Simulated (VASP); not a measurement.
# Si3B (I4/mmm) in VASP: further runs

The runs below take Si3B through single point, relaxation of cell and atoms, with PBE.

Everything below comes from runs of VASP 6.6.1. Logs are shortened: lines on timing, memory, paths and dates and some standing lists are left out, and cuts for length are marked.

**1. The cell of the first run**

Symmetry: I4/mmm, No. 139, tetragonal system. The conventional cell has a = 3.409 Å, b = 3.409 Å, c = 8.544 Å, α = 90.00°, β = 90.00°, γ = 90.00°. Within 3.2 Å of Si (site symmetry 4/mmm) lie 4 B at 2.41 Å and 8 Si at 2.73 Å. Within 3.2 Å of Si (site symmetry -4m2) lie 8 Si at 2.41 to 2.73 Å and 4 B at 2.73 Å. Within 3.2 Å of B (site symmetry 4/mmm) lie 12 Si at 2.41 to 2.73 Å.

**2. Single point, PBE**

Contents of INCAR:

```
ALGO = Normal ; EDIFF = 1E-7
ENCUT = 520 ; GGA = PE
ISIF = 2 ; ISMEAR = 0
LASPH = T ; LCHARG = F
LREAL = F ; LWAVE = F
NBANDS = 16 ; NELM = 100
PREC = Accurate ; SIGMA = 0.1
```

Contents of KPOINTS:

```
k-points
0
Gamma
  6 6 6
```

Contents of POSCAR:

```
Si3B
1.0
   -1.7045081792      1.7045081792      4.2721433700
    1.7045081792     -1.7045081792      4.2721433700
    1.7045081792      1.7045081792     -4.2721433700
Si B
3 1
Direct
    0.5000000000      0.5000000000      0.0000000000
    0.2500000000      0.7500000000      0.5000000000
    0.7500000000      0.2500000000      0.5000000000
    0.0000000000      0.0000000000      0.0000000000
```

Potentials or basis: VASP PAW PBE potentials, release 64 (Si, B).

Started as:

```sh
cat potpaw_PBE.64/Si/POTCAR potpaw_PBE.64/B/POTCAR > POTCAR
mpirun -np 1 vasp_std > vasp.out
```

OUTCAR:

```text
EDIFF = 1E-7
   ENCUT = 520
   GGA = PE
   ISIF = 2
   ISMEAR = 0
   LASPH = T
   LREAL = F
   NELM = 100
   PREC = Accurate

 ion  position               nearest neighbor table
   1  0.500  0.500  0.000-   4 2.41   4 2.41   4 2.41   4 2.41   3 2.73   2 2.73   3 2.73   3 2.73
                             2 2.73   2 2.73   3 2.73   2 2.73
   2  0.250  0.750  0.500-   3 2.41   3 2.41   3 2.41   3 2.41   1 2.73   1 2.73   1 2.73   1 2.73

   3  0.750  0.250  0.500-   2 2.41   2 2.41   2 2.41   2 2.41   1 2.73   1 2.73   1 2.73   1 2.73

   4  0.000  0.000  0.000-   1 2.41   1 2.41   1 2.41   1 2.41

  LATTYP: Found a body centered tetragonal cell.
 ALAT       =     3.4090163584
 C/A-ratio  =     2.5063789204

  Lattice vectors:

 A1 = (  -1.7045081792,   1.7045081792,   4.2721433700)
 A2 = (   1.7045081792,  -1.7045081792,   4.2721433700)
 A3 = (   1.7045081792,   1.7045081792,  -4.2721433700)

Analysis of symmetry for initial positions (statically):
=====================================================================
 Subroutine PRICEL returns:
 Original cell was already a primitive cell.

 Routine SETGRP: Setting up the symmetry group for a
 body centered tetragonal supercell.

 Subroutine GETGRP returns: Found 16 space group operations
 (whereof 16 operations were pure point group operations)
 out of a pool of 16 trial point group operations.

The static configuration has the point symmetry D_4h.

Analysis of symmetry for dynamics (positions and initial velocities):
=====================================================================
 Subroutine PRICEL returns:
 Original cell was already a primitive cell.

 Routine SETGRP: Setting up the symmetry group for a
 body centered tetragonal supercell.

 Subroutine GETGRP returns: Found 16 space group operations
 (whereof 16 operations were pure point group operations)
 out of a pool of 16 trial point group operations.

The dynamic configuration has the point symmetry D_4h.

 Subroutine INISYM returns: Found 16 space group operations
 (whereof 16 operations are pure point group operations),
 and found     1 'primitive' translations

----------------------------------------------------------------------------------------

                                     Primitive cell

  volume of cell :      49.6483

[... 91 lines left out ...]
   NELM   =    100;   NELMIN=  2; NELMDL= -5     # of ELM steps
   EDIFF  = 0.1E-06   stopping-criterion for ELM
   LREAL  =      F    real-space projection
   EDIFFG = 0.1E-05   stopping-criterion for IOM
   NSW    =      0    number of steps for IOM
   IBRION =     -1    ionic relax: 0-MD 1-quasi-New 2-CG
   NFREE  =      0    steps in history (QN), initial steepest desc. (CG)
   ISIF   =      2    stress and relaxation
   ISYM   =      2    0-nonsym 1-usesym 2-fastsym
   POTIM  = 0.5000    time-step for ionic-motion
   TEBEG  =    0.0;   TEEND  =   0.0 temperature during run
   PSTRESS=    0.0 pullay stress
   NELECT =      15.0000    total number of electrons
   NUPDOWN=      -1.0000    fix difference up-down
   EMIN   =  10.00;   EMAX   =-10.00  energy-range for DOS
   EFERMI =   0.00;   METHOD = LEGACY
   ISMEAR =     0;   SIGMA  =   0.10  broadening in eV -4-tet -1-fermi 0-gaus
   EFERMI_NEDOS =   21; number of points for ismear=-14 and -15
   IALGO  =     38    algorithm
   IMIX   =      4    mixing-type and parameters
     AMIX     =   0.40;   BMIX     =  1.00
     AMIX_MAG =   1.60;   BMIX_MAG =  1.00
  volume/ion in A,a.u.               =      12.41        83.76
  Fermi-wavevector in a.u.,A,eV,Ry     =   1.098510  2.075882 16.418473  1.206724
  Thomas-Fermi vector in A             =   2.234888
   LORBIT       =      0    0 simple, 1 ext, 2 COOP (PROOUT), +10 PAW based schemes
   GGA     = PE    functional components
   LHFCALC =     F    Hartree Fock is set to
   AEXX    =    0.0000 exact exchange contribution
   IVDW    =     0    specifies the selected vdW correction
   LEPSILON=     F    determine dielectric tensor
   LRPA    =     F    only Hartree local field effects (RPA)
 non-spin polarized calculation
 Gauss-broadening in eV      SIGMA  =   0.10
  energy-cutoff  :      520.00
  volume of cell :       49.65
 maximum number of plane-waves:      1364
   NGX = 19   NGY = 19   NGZ = 19

 number of electron      15.0000000 magnetization

 Free energy of the ion-electron system (eV)
  ---------------------------------------------------
  ext. energy  EPLUGINS =         0.00000000
  ---------------------------------------------------
  free energy    TOTEN  =       -19.41652006 eV

  energy without entropy =      -19.41107872  energy(sigma->0) =      -19.41379939

 E-fermi :   9.8353     XC(G=0): -11.4129

 val. band max:        9.8167776263   @ k =   0.5000   0.5000   0.1667
 cond. band min:       9.9078251682   @ k =  -0.1667   0.5000   0.1667
 fundamental gap:      0.0910475419
 Fermi energy:         9.8353294917

 k-point     1 :       0.0000    0.0000    0.0000
  band No.  band energies     occupation
      1      -4.9332      2.00000
      2       2.6577      2.00000
      3       2.9198      2.00000
      4       7.5408      2.00000
      5       7.5408      2.00000
      6       7.8152      2.00000
[... 433 lines left out ...]
      3       3.7885      2.00000
      4       6.6638      2.00000
      5       7.2254      2.00000
      6       7.4441      2.00000
[... 8 lines left out ...]
     15      17.2603      0.00000
     16      17.4177      0.00000

 [... further k-points ...]

------------------------ aborting loop because EDIFF is reached ----------------------------------------

  FORCE on cell =-STRESS in cart. coord.  units (eV):
  Direction    XX          YY          ZZ          XY          YZ          ZX
  --------------------------------------------------------------------------------------
  -------------------------------------------------------------------------------------
  Total        0.0031928      0.0031928     -0.0732135      0.0000000      0.0000000     -0.0000000
  in kB        0.1030338      0.1030338     -2.3626419      0.0000000      0.0000000     -0.0000000
  external PRESSURE =      -0.7188581 kB  Pullay stress =       0.0000000 kB

 VOLUME and BASIS-vectors are now :
 -----------------------------------------------------------------------------
  energy-cutoff  :      520.00
  volume of cell :       49.65
      direct lattice vectors                 reciprocal lattice vectors
    -1.704508179  1.704508179  4.272143370     0.000000000  0.293339748  0.117037271
     1.704508179 -1.704508179  4.272143370     0.293339748  0.000000000  0.117037271
     1.704508179  1.704508179 -4.272143370     0.293339748  0.293339748  0.000000000

 POSITION                                       TOTAL-FORCE (eV/Angst)
 -----------------------------------------------------------------------------------
      0.00000      0.00000      4.27214         0.000000     -0.000000     -0.000000
      1.70451      0.00000      2.13607        -0.000000     -0.000000      0.000000
      0.00000      1.70451      2.13607        -0.000000      0.000000      0.000000
      0.00000      0.00000      0.00000         0.000000     -0.000000     -0.000000
 -----------------------------------------------------------------------------------
    total drift:                               -0.000000      0.000000      0.000000

  FREE ENERGIE OF THE ION-ELECTRON SYSTEM (eV)
  ---------------------------------------------------
  free  energy   TOTEN  =       -19.4165200556 eV

  energy  without entropy=      -19.4110787200  energy(sigma->0) =      -19.41379939
```

stdout:

```text
POSCAR found type information on POSCAR SiB
 POSCAR found :  2 types and       4 ions
 scaLAPACK will be used
 LDA part: xc-table for (Slater+PW92), standard interpolation
 POSCAR, INCAR and KPOINTS ok, starting setup
 FFT: planning ... GRIDC
 FFT: planning ... GRID_SOFT
 FFT: planning ... GRID
 WAVECAR not read
 entering main loop
```

It took 14 s on 1 thread of Intel Xeon Platinum 8559C (Emerald Rapids), shared host; peak memory 0.19 GiB.

What came out:

- Free energy: -19.4165 eV
- Pressure: -0.1 GPa

Stress tensor (GPa, compression positive):
```
 0.01  0.00  0.00
 0.00  0.01  0.00
 0.00  0.00 -0.24
```

Levels at points of the mesh, in eV from the Fermi level:
| k point | band 6 | band 7 | band 8 | band 9 | band 10 | band 11 |
| --- | --- | --- | --- | --- | --- | --- |
| (0.00, 0.00, 0.00) | -2.02 | -2.02 | -0.31 | -0.09 | 0.18 | 1.16 |
| (0.50, 0.00, 0.00) | -0.41 | -0.30 | -0.05 | 1.47 | 1.99 | 2.14 |
| (0.50, 0.50, 0.00) | -6.44 | -1.64 | -1.60 | -1.28 | -0.67 | 5.45 |
| (0.50, 0.50, 0.50) | -1.26 | 1.58 | 1.68 | 1.68 | 2.49 | 3.74 |

Caveat: the k points lie up to 0.43 Å⁻¹ apart.

**3. Relaxation of cell and atoms, PBE**

This run uses another cell than the first one, of 12.84 Å³/atom, 1.035 times its volume.

Contents of INCAR:

```
PREC     = Accurate       # precision mode
ENCUT    = 600            # plane-wave cutoff, eV
EDIFF    = 1E-6           # SCF threshold, eV
ISMEAR   = 0              # smearing method
SIGMA    = 0.1            # smearing width, eV
LREAL    = False          # projectors in reciprocal space
LASPH    = True           # aspherical terms in the spheres
NELM     = 60             # most SCF steps
ALGO     = Normal         # electronic algorithm
ISIF     = 3              # what is computed and relaxed
LWAVE    = False          # write WAVECAR
LCHARG   = False          # write CHGCAR
GGA      = PE             # functional
IBRION   = 2              # ionic algorithm
NSW      = 90             # ionic steps
EDIFFG   = -0.04          # ionic threshold
```

Contents of KPOINTS:

```
regular mesh
0
Gamma
  6 6 6
```

Contents of POSCAR:

```
Si3B
1.0
   -1.7913567347      1.7913567347      4.0014721866
    1.7913567347     -1.7913567347      4.0014721866
    1.7913567347      1.7913567347     -4.0014721866
Si B
3 1
Direct
    0.5000000000      0.5000000000      0.0000000000
    0.2500000000      0.7500000000      0.5000000000
    0.7500000000      0.2500000000      0.5000000000
    0.0000000000      0.0000000000      0.0000000000
```

Potentials or basis: VASP PAW PBE potentials, release 64 (Si, B).

Started as:

```sh
cat potpaw_PBE.64/Si/POTCAR potpaw_PBE.64/B/POTCAR > POTCAR
mpirun -np 1 vasp_std > vasp.out
```

It took 74 s on 1 thread of Intel Xeon Platinum 8559C (Emerald Rapids), shared host; peak memory 0.24 GiB.

The run converged. Its results:

```yaml
Free_energy: -19.4172 eV
Relaxed_volume: 12.41 Å³/atom
Relaxed_cell: a = 4.903 Å, b = 4.903 Å, c = 4.903 Å, α = 139.31°, β = 139.31°, γ = 58.90°
Space_group_after_relaxing_to_0.05_Å: I4/mmm (No. 139)
Energy_gained_by_relaxing: 86.9 meV/atom
Ionic_steps: 9
Pressure_after_relaxing: 0.0 GPa
```

Stress tensor (GPa, compression positive):
```
 0.01  0.00  0.00
 0.00  0.01  0.00
 0.00  0.00 -0.16
```

The path:
| step | energy change (eV) | largest force (eV/Å) | pressure (GPa) | volume (Å³) |
| --- | --- | --- | --- | --- |
| 1 | 0.0000 | 0.0000 | -4.10 | 51.36 |
| 2 | -0.2716 | 0.0000 | 0.70 | 48.90 |
| 3 | -0.2902 | 0.0000 | 1.69 | 48.48 |
| 4 | -0.3120 | 0.0000 | 4.00 | 47.63 |
| 5 | -0.3423 | 0.0000 | 1.20 | 49.20 |
| 6 | -0.3432 | 0.0000 | 1.72 | 48.88 |
| 7 | -0.3433 | 0.0000 | 1.58 | 48.97 |
| 8 | -0.3472 | 0.0000 | -0.55 | 49.84 |
| 9 | -0.3477 | 0.0000 | -0.05 | 49.63 |

Final structure:
```xyz
4
Lattice="-1.7046 1.7046 4.2697 1.7046 -1.7046 4.2697 1.7046 1.7046 -4.2697" Properties=species:S:1:pos:R:3 pbc="T T T"
Si    0.0000    0.0000    4.2697
Si    1.7046    0.0000    2.1348
Si    0.0000    1.7046    2.1348
B     0.0000    0.0000    0.0000
```

Levels at points of the mesh, in eV from the Fermi level:
```csv
k point,band 4,band 5,band 6,band 7,band 8,band 9,band 10,band 11
"(0.00, 0.00, 0.00)",-2.30,-2.30,-2.02,-2.02,-0.31,-0.09,0.18,1.15
"(0.50, 0.00, 0.00)",-7.35,-0.86,-0.42,-0.29,-0.04,1.46,1.98,2.14
"(0.50, 0.50, 0.00)",-7.14,-6.48,-6.45,-1.63,-1.59,-1.29,-0.67,5.46
"(0.50, 0.50, 0.50)",-3.94,-1.95,-1.26,1.59,1.69,1.69,2.51,3.74
```

Caveat: the k points lie up to 0.43 Å⁻¹ apart in the final cell.
